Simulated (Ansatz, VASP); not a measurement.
# Ti3Al in VASP and in Ansatz

```xyz
4
Lattice="4.0510 0.0000 0.0000 0.0000 4.0510 0.0000 0.0000 0.0000 4.0510" Properties=species:S:1:pos:R:3 pbc="T T T"
Ti    0.0000    2.0255    2.0255
Ti    2.0255    0.0000    2.0255
Ti    2.0255    2.0255    0.0000
Al    0.0000    0.0000    0.0000
```

Alike in both runs: functional PBE; k mesh 12 × 12 × 12; occupations gaussian, width 0.1 eV; no spin polarisation.

Ansatz relaxed the structure, and its values are those at the end. VASP's run is a single point on that final structure, the one shown.

```csv
,VASP,Ansatz
version,VASP 6.6.1,Ansatz 0.2.0
potentials or method,"VASP PAW PBE potentials, release 64 (Ti_sv, Al), cutoff 520 eV","scalar-relativistic, plane waves, PAW"
valence electrons in the cell,39,39
```

VASP gave:

| Quantity | Value |
| --- | --- |
| gap on the k mesh at the Fermi level (eV) | none |
| pressure (GPa) | -0.1 |

Problem. What did Ansatz give for the same quantities?

Solution. gap on the k mesh at the Fermi level (eV): none; pressure (GPa): 0.0.

A gap of «none» marks a metal or a gap that the smearing closes.
